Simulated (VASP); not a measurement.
Wanted: the native input for a VASP 6.6.1 run.

```
Task                   : single point
Functional             : PBE
Potentials or basis    : VASP PAW PBE potentials, release 64 (C)
Cutoff                 : 600 eV
k mesh                 : 12 × 12 × 12
Occupations            : tetrahedron
Spin                   : no spin polarisation
Dipole correction      : no
Further INCAR settings : ALGO = Normal; EDIFF = 1e-06; NBANDS = 11
```

The structure of C lies in POSCAR:

```
C
1.0
    0.0000000000      1.7834000000      1.7834000000
    1.7834000000      0.0000000000      1.7834000000
    1.7834000000      1.7834000000      0.0000000000
C
2
Direct
    0.5000000000      0.5000000000      0.5000000000
    0.7500000000      0.7500000000      0.7500000000
```

The input as run:

INCAR

```
PREC     = Accurate       # precision mode
ENCUT    = 600            # plane-wave cutoff, eV
EDIFF    = 1E-6           # SCF threshold, eV
ISMEAR   = -5             # smearing method
SIGMA    = 0.1            # smearing width, eV
LREAL    = F              # projectors in reciprocal space
LASPH    = T              # aspherical terms in the spheres
NELM     = 120            # most SCF steps
ALGO     = Normal         # electronic algorithm
ISIF     = 2              # what is computed and relaxed
LWAVE    = F              # write WAVECAR
LCHARG   = F              # write CHGCAR
GGA      = PE             # functional
NBANDS   = 11             # bands
GGA_COMPAT= F
```

KPOINTS

```
regular mesh
0
Gamma
  12 12 12
```

Potentials or basis: VASP PAW PBE potentials, release 64 (C).

Launch:

```console
$ cat potpaw_PBE.64/C/POTCAR > POTCAR
$ mpirun -np 1 vasp_std > vasp.out
```

Results of the run:

```yaml
Pressure: 1.8 GPa
Band_gap_on_the_k_mesh: 4.15 eV (least direct gap 5.59 eV)
```

Run time: 14 s on 1 thread of Intel Xeon 8259CL, on a shared host, peak memory 0.12 GiB.
